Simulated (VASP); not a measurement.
Write the native input for VASP 6.6.1 that does the following.

```
Task                   : single point
Functional             : PBE
Potentials or basis    : VASP PAW PBE potentials, release 64 (Re)
Cutoff                 : 520 eV
k mesh                 : 8 × 8 × 4
Occupations            : fermi-dirac, width 0.02 eV
Spin                   : no spin polarisation
Dipole correction      : no
Further INCAR settings : ALGO = Fast; EDIFF = 1e-06; NBANDS = 14
```

The structure of Re lies in POSCAR:

```
Re
1.0
    2.7608000000      0.0000000000      0.0000000000
   -1.3804000000      2.3909229348      0.0000000000
    0.0000000000      0.0000000000      4.4582000000
Re
2
Direct
    0.6666666667      0.3333333333      0.7500000000
    0.3333333333      0.6666666667      0.2500000000
```

The input as run:

INCAR

```
PREC = Accurate
ENCUT = 520
EDIFF = 1E-6
ISMEAR = -1
SIGMA = 0.02
LREAL = F
LASPH = T
NELM = 100
ALGO = Fast
ISIF = 2
LWAVE = F
LCHARG = T
GGA = PE
LELF = T
LVHAR = T
NBANDS = 14
```

KPOINTS

```
Automatic mesh
0
Gamma
  8 8 4
```

Potentials or basis: VASP PAW PBE potentials, release 64 (Re).

Launch:

```sh
$ cat potpaw_PBE.64/Re/POTCAR > POTCAR
$ mpirun -np 1 vasp_std > vasp.out
```

Results of the run:

- Pressure: 6.2 GPa
- Band gap on the k mesh: zero (bands 7 and 8 overlap by 2.80 eV)

Caveat: the cell stands under pressure; spin-orbit coupling is left out, which moves the levels of the heavy elements.

It took 6.9 s on 1 thread of Intel(R) Xeon(R) 6975P-C (Granite Rapids), on a shared host, peak memory 0.15 GiB.
